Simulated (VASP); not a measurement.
# NaH: single point with PBE

NaH:

```
CELL_PARAMETERS angstrom
0.00000 2.39751 2.39751
2.39751 0.00000 2.39751
2.39751 2.39751 0.00000
ATOMIC_POSITIONS crystal
Na 0.00000 0.00000 0.00000
H 0.50000 0.50000 0.50000
```

| Property | Result |
| --- | --- |
| Program | VASP 6.6.1 |
| Task | single point |
| Functional | PBE |
| Potentials or basis | VASP PAW PBE potentials, release 64 (Na_pv, H) |
| Cutoff | 520 eV |
| k mesh | 3 × 3 × 3 |
| Occupations | gaussian, width 0.01 eV |
| Spin | no spin polarisation |
| Dipole correction | no |
| Further INCAR settings | ALGO = Normal; EDIFF = 1e-06; NBANDS = 11 |

| Quantity | Value |
| --- | --- |
| Pressure | 0.5 GPa |
| Band gap on the k mesh | 5.93 eV (least direct gap 6.03 eV) |

Levels at points of the mesh, in eV from the valence-band top:
| k point | band 1 | band 2 | band 3 | band 4 | band 5 | band 6 | band 7 | band 8 |
| --- | --- | --- | --- | --- | --- | --- | --- | --- |
| (0.00, 0.00, 0.00) | -21.78 | -21.78 | -21.78 | -3.41 | 10.89 | 16.05 | 16.05 | 16.05 |

Run time: 6.2 s on 1 thread of AMD EPYC 7R13 (shared host), peak memory 0.11 GiB.

Caveat: the k points lie up to 0.76 Å⁻¹ apart; an odd mesh through Γ misses points on the zone boundary, where band edges can lie. PBE gaps usually lie below the measured ones, often by a third to a half.
